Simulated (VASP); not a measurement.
# Al3BAs2 (P4mm) in VASP: relaxation of cell and atoms with PBE

Aim: the relaxation of cell and atoms of Al3BAs2 with PBE.

Program: VASP 6.6.1. These are calculated values, not measurements. Logs are shortened: lines on timing, memory, paths and dates and some standing lists are left out, and cuts for length are marked.

**1. The cell of the first run**

It takes space group P4mm (No. 99, tetragonal). Conventional cell: a = 4.649 Å, b = 4.649 Å, c = 5.477 Å, α = 90.00°, β = 90.00°, γ = 90.00°. Al (site symmetry 4mm) has 1 As at 1.79 Å within 2.4 Å. Al (site symmetry 2mm) has 2 B at 2.41 Å and 6 Al at 2.53 to 3.29 Å and 2 As at 2.78 Å within 3.3 Å. Within 2.9 Å of B (site symmetry 4mm) lie 1 As at 2.16 Å and 4 Al at 2.41 Å. Within 2.4 Å of As (site symmetry 4mm) lie 1 Al at 1.79 Å. Within 2.9 Å of As (site symmetry 4mm) lie 1 B at 2.16 Å and 4 Al at 2.78 Å.

The cell was built from a structure type or drawn by symmetry, and may not be a known phase.

**2. Relaxation of cell and atoms, PBE**

INCAR reads:

```
SYSTEM = Al3BAs2
PREC     = Accurate       ! precision mode
ENCUT    = 600            ! plane-wave cutoff, eV
EDIFF    = 1E-7           ! SCF threshold, eV
ISMEAR   = 0              ! smearing method
SIGMA    = 0.1            ! smearing width, eV
LREAL    = .FALSE.        ! projectors in reciprocal space
LASPH    = .TRUE.         ! aspherical terms in the spheres
NELM     = 120            ! most SCF steps
ALGO     = Normal         ! electronic algorithm
ISIF     = 3              ! what is computed and relaxed
LWAVE    = .FALSE.        ! write WAVECAR
LCHARG   = .FALSE.        ! write CHGCAR
GGA      = PE             ! functional
IBRION   = 2              ! ionic algorithm
NSW      = 90             ! ionic steps
EDIFFG   = -0.04          ! ionic threshold
GGA_COMPAT= .FALSE.      
NELMIN   = 4
```

KPOINTS reads:

```
Automatic mesh
0
G
  4 4 4
  0 0 0
```

POSCAR reads:

```
Al3BAs2
1.0
    4.6491321200      0.0000000000      0.0000000000
    0.0000000000      4.6491321200      0.0000000000
    0.0000000000      0.0000000000      5.4770591500
Al B As
3 1 2
Direct
    0.0000000000      0.0000000000      0.7487399500
    0.5000000000      0.0000000000      0.9297223300
    0.0000000000      0.5000000000      0.9297223300
    0.5000000000      0.5000000000      0.8122142400
    0.0000000000      0.0000000000      0.4218725500
    0.5000000000      0.5000000000      0.2071955300
```

Potentials or basis: VASP PAW PBE potentials, release 64 (Al, B, As_d).

Started as:

```console
$ cat potpaw_PBE.64/Al/POTCAR potpaw_PBE.64/B/POTCAR potpaw_PBE.64/As_d/POTCAR > POTCAR
$ mpirun -np 1 vasp_std > vasp.out
```

OUTCAR:

```text
SYSTEM = Al3BAs2
   PREC = Accurate
   ENCUT = 600
   EDIFF = 1E-7
   ISMEAR = 0
   LREAL = .FALSE.
   LASPH = .TRUE.
   NELM = 120
   ISIF = 3
   GGA = PE
   IBRION = 2
   NSW = 90
   EDIFFG = -0.04
   NELMIN = 4

 ion  position               nearest neighbor table
   1  0.000  0.000  0.749-   5 1.79   3 2.53   2 2.53   3 2.53   2 2.53
   2  0.500  0.000  0.930-   4 2.41   4 2.41   1 2.53   1 2.53   6 2.78   6 2.78   3 3.29   3 3.29
                             3 3.29   3 3.29
   3  0.000  0.500  0.930-   4 2.41   4 2.41   1 2.53   1 2.53   6 2.78   6 2.78   2 3.29   2 3.29
                             2 3.29   2 3.29
   4  0.500  0.500  0.812-   6 2.16   3 2.41   2 2.41   2 2.41   3 2.41
   5  0.000  0.000  0.422-   1 1.79
   6  0.500  0.500  0.207-   4 2.16   3 2.78   2 2.78   2 2.78   3 2.78

  LATTYP: Found a simple tetragonal cell.
 ALAT       =     4.6491321200
 C/A-ratio  =     1.1780820610

  Lattice vectors:

 A1 = (   4.6491321200,   0.0000000000,   0.0000000000)
 A2 = (   0.0000000000,   4.6491321200,   0.0000000000)
 A3 = (   0.0000000000,   0.0000000000,   5.4770591500)

Analysis of symmetry for initial positions (statically):
=====================================================================
 Subroutine PRICEL returns:
 Original cell was already a primitive cell.

 Routine SETGRP: Setting up the symmetry group for a
 simple tetragonal supercell.

 Subroutine GETGRP returns: Found  8 space group operations
 (whereof  8 operations were pure point group operations)
 out of a pool of 16 trial point group operations.

The static configuration has the point symmetry C_4v.

Analysis of symmetry for dynamics (positions and initial velocities):
=====================================================================
 Subroutine PRICEL returns:
 Original cell was already a primitive cell.

 Routine SETGRP: Setting up the symmetry group for a
 simple tetragonal supercell.

 Subroutine GETGRP returns: Found  8 space group operations
 (whereof  8 operations were pure point group operations)
 out of a pool of 16 trial point group operations.

The dynamic configuration has the point symmetry C_4v.

 Subroutine INISYM returns: Found  8 space group operations
 (whereof  8 operations are pure point group operations),
 and found     1 'primitive' translations

----------------------------------------------------------------------------------------

                                     Primitive cell

  volume of cell :     118.3835

  direct lattice vectors                    reciprocal lattice vectors
     4.649132120  0.000000000  0.000000000     0.215093909  0.000000000  0.000000000
     0.000000000  4.649132120  0.000000000     0.000000000  0.215093909  0.000000000
     0.000000000  0.000000000  5.477059150     0.000000000  0.000000000  0.182579734

  length of vectors
     4.649132120  4.649132120  5.477059150     0.215093909  0.215093909  0.182579734

  position of ions in fractional coordinates (direct lattice)
     0.000000000  0.000000000  0.748739950
     0.500000000  0.000000000  0.929722330
     0.000000000  0.500000000  0.929722330
     0.500000000  0.500000000  0.812214240
     0.000000000  0.000000000  0.421872550
     0.500000000  0.500000000  0.207195530

  ion indices of the primitive-cell ions
   primitive index   ion index
                 1           1
                 2           2
                 3           3
                 4           4
                 5           5
                 6           6

----------------------------------------------------------------------------------------

 KPOINTS: Automatic mesh

Automatic generation of k-mesh.
 Grid dimensions read from file:
 generate k-points for:    4    4    4

 Generating k-lattice:

  Cartesian coordinates                     Fractional coordinates (reciprocal lattice)
     0.053773477  0.000000000  0.000000000     0.250000000  0.000000000  0.000000000
     0.000000000  0.053773477  0.000000000     0.000000000  0.250000000  0.000000000
     0.000000000  0.000000000  0.045644933     0.000000000  0.000000000  0.250000000

  Length of vectors
     0.053773477  0.053773477  0.045644933

  Shift w.r.t. Gamma in fractional coordinates (k-lattice)
     0.000000000  0.000000000  0.000000000

 Subroutine IBZKPT returns following result:
 ===========================================

 Found     18 irreducible k-points:

 Following reciprocal coordinates:
            Coordinates               Weight
  0.000000  0.000000  0.000000      1.000000
  0.250000  0.000000  0.000000      4.000000
  0.500000  0.000000  0.000000      2.000000
  0.250000  0.250000  0.000000      4.000000
  0.500000  0.250000  0.000000      4.000000
  0.500000  0.500000  0.000000      1.000000
[... 10 lines left out ...]
  0.500000  0.250000  0.500000      4.000000
  0.500000  0.500000  0.500000      1.000000
   k-points           NKPTS =     18   k-points in BZ     NKDIM =     18   number of bands    NBANDS=     25
   number of dos      NEDOS =    301   number of ions     NIONS =      6
   total plane-waves  NPLWV =  76800
   dimension x,y,z NGX =    40 NGY =   40 NGZ =   48
   dimension x,y,z NGXF=    80 NGYF=   80 NGZF=   96
   ions per type =               3   1   2
   NGX,Y,Z   is equivalent  to a cutoff of  14.30, 14.30, 14.57 a.u.
   NGXF,Y,Z  is equivalent  to a cutoff of  28.61, 28.61, 29.14 a.u.
 SYSTEM =  Al3BAs2
   PREC   = accura    normal or accurate (medium, high low for compatibility)
   ISTART =      0    job   : 0-new  1-cont  2-samecut
   ICHARG =      2    charge: 1-file 2-atom 10-const
   ISPIN  =      1    spin polarized calculation?
   LNONCOLLINEAR =      F non collinear calculations
   LSORBIT =      F    spin-orbit coupling
   LASPH  =      T    aspherical Exc in radial PAW
   ENCUT  =  600.0 eV  44.10 Ry    6.64 a.u.   9.29  9.29 10.94*2*pi/ulx,y,z
   NELM   =    120;   NELMIN=  4; NELMDL= -5     # of ELM steps
   EDIFF  = 0.1E-06   stopping-criterion for ELM
   LREAL  =      F    real-space projection
   EDIFFG = -.4E-01   stopping-criterion for IOM
   NSW    =     90    number of steps for IOM
   IBRION =      2    ionic relax: 0-MD 1-quasi-New 2-CG
   NFREE  =      1    steps in history (QN), initial steepest desc. (CG)
   ISIF   =      3    stress and relaxation
   ISYM   =      2    0-nonsym 1-usesym 2-fastsym
   POTIM  = 0.5000    time-step for ionic-motion
   TEBEG  =    0.0;   TEEND  =   0.0 temperature during run
   PSTRESS=    0.0 pullay stress
   NELECT =      42.0000    total number of electrons
   NUPDOWN=      -1.0000    fix difference up-down
   EMIN   =  10.00;   EMAX   =-10.00  energy-range for DOS
   EFERMI =   0.00;   METHOD = LEGACY
   ISMEAR =     0;   SIGMA  =   0.10  broadening in eV -4-tet -1-fermi 0-gaus
   EFERMI_NEDOS =   21; number of points for ismear=-14 and -15
   IALGO  =     38    algorithm
   IMIX   =      4    mixing-type and parameters
     AMIX     =   0.40;   BMIX     =  1.00
     AMIX_MAG =   1.60;   BMIX_MAG =  1.00
  volume/ion in A,a.u.               =      19.73       133.15
  Fermi-wavevector in a.u.,A,eV,Ry     =   1.158940  2.190079 18.274547  1.343141
  Thomas-Fermi vector in A             =   2.295537
   LORBIT       =      0    0 simple, 1 ext, 2 COOP (PROOUT), +10 PAW based schemes
   GGA     = PE    functional components
   LHFCALC =     F    Hartree Fock is set to
   AEXX    =    0.0000 exact exchange contribution
   IVDW    =     0    specifies the selected vdW correction
   LEPSILON=     F    determine dielectric tensor
   LRPA    =     F    only Hartree local field effects (RPA)
 conjugate gradient relaxation of ions
 non-spin polarized calculation
 Gauss-broadening in eV      SIGMA  =   0.10
  energy-cutoff  :      600.00
  volume of cell :      118.38
 maximum number of plane-waves:      3978
 NGX is ok and might be reduce to    40
   NGX = 19   NGY = 19   NGZ = 21

--------------------------------------- Ionic step        1  -------------------------------------------

 number of electron      42.0000019 magnetization

 Free energy of the ion-electron system (eV)
  ---------------------------------------------------
  ext. energy  EPLUGINS =         0.00000000
  ---------------------------------------------------
  free energy    TOTEN  =       -18.79029431 eV

  energy without entropy =      -18.77465029  energy(sigma->0) =      -18.78247230

------------------------ aborting loop because EDIFF is reached ----------------------------------------

  FORCE on cell =-STRESS in cart. coord.  units (eV):
  Direction    XX          YY          ZZ          XY          YZ          ZX
  --------------------------------------------------------------------------------------
  -------------------------------------------------------------------------------------
  Total       -0.4083500     -0.4083500     30.7562370      0.0000000      0.0000000      0.0000000
  in kB       -5.5265217     -5.5265217    416.2483965      0.0000000      0.0000000      0.0000000
  external PRESSURE =     135.0651177 kB  Pullay stress =       0.0000000 kB
[... 101 lines left out ...]
  FREE ENERGIE OF THE ION-ELECTRON SYSTEM (eV)
  ---------------------------------------------------
  free  energy   TOTEN  =       -21.4045393369 eV

  energy  without entropy=      -21.3938128036  energy(sigma->0) =      -21.39917607

 E-fermi :   3.6958     XC(G=0):  -9.5174

 val. band max:        3.6901728576   @ k =   0.5000   0.5000   0.0000
 cond. band min:       3.7082007104   @ k =   0.2500   0.2500   0.0000
 fundamental gap:      0.0180278528
 Fermi energy:         3.6957673435

 k-point     1 :       0.0000    0.0000    0.0000
  band No.  band energies     occupation
      1     -31.8811      2.00000
      2     -31.8758      2.00000
      3     -31.8328      2.00000
      4     -31.8328      2.00000
      5     -31.8317      2.00000
      6     -31.8298      2.00000
[... 493 lines left out ...]
     24       6.5881      0.00000
     25       7.0286      0.00000

[... ionic steps 4 to 21 ...]

--------------------------------------- Ionic step       22  -------------------------------------------

 number of electron      41.9999992 magnetization

------------------------ aborting loop because EDIFF is reached ----------------------------------------

  FORCE on cell =-STRESS in cart. coord.  units (eV):
  Direction    XX          YY          ZZ          XY          YZ          ZX
  --------------------------------------------------------------------------------------
  -------------------------------------------------------------------------------------
  Total       -0.1686815     -0.1686815     -0.2425209      0.0000000      0.0000000      0.0000000
  in kB       -2.3881223     -2.3881223     -3.4335099      0.0000000      0.0000000      0.0000000
  external PRESSURE =      -2.7365848 kB  Pullay stress =       0.0000000 kB
[... 65 lines left out ...]
  energy  without entropy=      -24.4329975474  energy(sigma->0) =      -24.43709667

--------------------------------------- Ionic step       24  -------------------------------------------

 number of electron      41.9999990 magnetization

 Free energy of the ion-electron system (eV)
  ---------------------------------------------------
  ext. energy  EPLUGINS =         0.00000000
  ---------------------------------------------------
  free energy    TOTEN  =       -24.44155369 eV

  energy without entropy =      -24.43330037  energy(sigma->0) =      -24.43742703

 E-fermi :   4.7058     XC(G=0):  -9.8947

 val. band max:        4.6495119802   @ k =   0.2500   0.0000   0.0000
 cond. band min:       4.8639912114   @ k =   0.2500   0.0000   0.5000
 fundamental gap:      0.2144792312
 Fermi energy:         4.7057724239

 k-point     1 :       0.0000    0.0000    0.0000
  band No.  band energies     occupation
      1     -30.8957      2.00000
      2     -30.8909      2.00000
      3     -30.8909      2.00000
      4     -30.8870      2.00000
      5     -30.8841      2.00000
      6     -30.8628      2.00000
[... 526 lines left out ...]
  FREE ENERGIE OF THE ION-ELECTRON SYSTEM (eV)
  ---------------------------------------------------
  free  energy   TOTEN  =       -24.4415536927 eV

  energy  without entropy=      -24.4333003749  energy(sigma->0) =      -24.43742703

 reached required accuracy - stopping structural energy minimisation
```

Wall time 15 min (1 thread of AMD EPYC 7R13 (Zen 3), shared host); peak memory 0.28 GiB.

Results:

* Free energy: -24.4416 eV
* Relaxed volume: 18.78 Å³/atom
* Relaxed cell: a = 4.529 Å, b = 4.529 Å, c = 5.493 Å, α = 90.00°, β = 90.00°, γ = 90.00°
* Space group after relaxing (to 0.1 Å): P4mm (No. 99)
* Energy gained by relaxing: 941.9 meV/atom
* Ionic steps: 24
* Pressure after relaxing: 0.0 GPa
* Largest force after relaxing: 0.037 eV/Å
* Band gap on the k mesh: zero (bands 21 and 22 overlap by 1.78 eV)

Forces on the atoms (eV/Å):
```
Al   0.000  0.000 -0.037
Al   0.000  0.000  0.003
Al   0.000  0.000  0.003
B    0.000  0.000  0.000
As   0.000  0.000  0.010
As   0.000  0.000  0.020
```

Step by step:
```csv
step,energy change (eV),largest force (eV/Å),pressure (GPa),volume (Å³)
1,0.0000,18.6022,13.51,118.38
2,-2.5646,1.4527,0.15,146.69
3,-2.6142,1.3766,-0.14,145.57
4,-2.6528,1.3391,-0.37,144.59
5,-3.2263,2.2757,-2.25,131.53
6,-3.5773,1.9770,-1.10,124.97
7,-3.5564,2.1809,-0.16,123.27
8,-3.5810,1.8323,-0.89,124.54
9,-3.9564,1.7683,-1.16,123.16
10,-4.9061,1.2620,-1.53,119.11
11,-5.5193,1.3124,2.52,111.25
12,-5.5426,1.0402,0.55,113.11
13,-5.5544,1.1023,1.13,112.48
14,-5.5430,0.6606,-2.63,116.39
15,-5.6093,0.2558,-0.83,114.25
16,-5.6336,0.1871,0.33,111.85
17,-5.6346,0.2339,0.68,111.22
18,-5.6457,0.1819,-0.10,112.16
19,-5.6464,0.1753,0.01,111.98
20,-5.6495,0.0466,0.17,112.17
21,-5.6498,0.0907,0.24,112.25
22,-5.6507,0.0540,-0.27,113.17
23,-5.6509,0.0458,-0.14,112.87
24,-5.6513,0.0366,-0.01,112.67
```

Final structure:
```cif
data_structure
_symmetry_space_group_name_H-M 'P 1'
_symmetry_Int_Tables_number 1
_cell_length_a 4.5292
_cell_length_b 4.5292
_cell_length_c 5.4925
_cell_angle_alpha 90.000
_cell_angle_beta 90.000
_cell_angle_gamma 90.000
_cell_volume 112.67
loop_
_atom_site_label
_atom_site_type_symbol
_atom_site_fract_x
_atom_site_fract_y
_atom_site_fract_z
_atom_site_occupancy
Al1 Al 0.00000 0.00000 0.68661 1
Al2 Al 0.50000 0.00000 0.97159 1
Al3 Al 0.00000 0.50000 0.97159 1
B1 B 0.50000 0.50000 0.90370 1
As1 As 0.00000 0.00000 0.22960 1
As2 As 0.50000 0.50000 0.28639 1
```
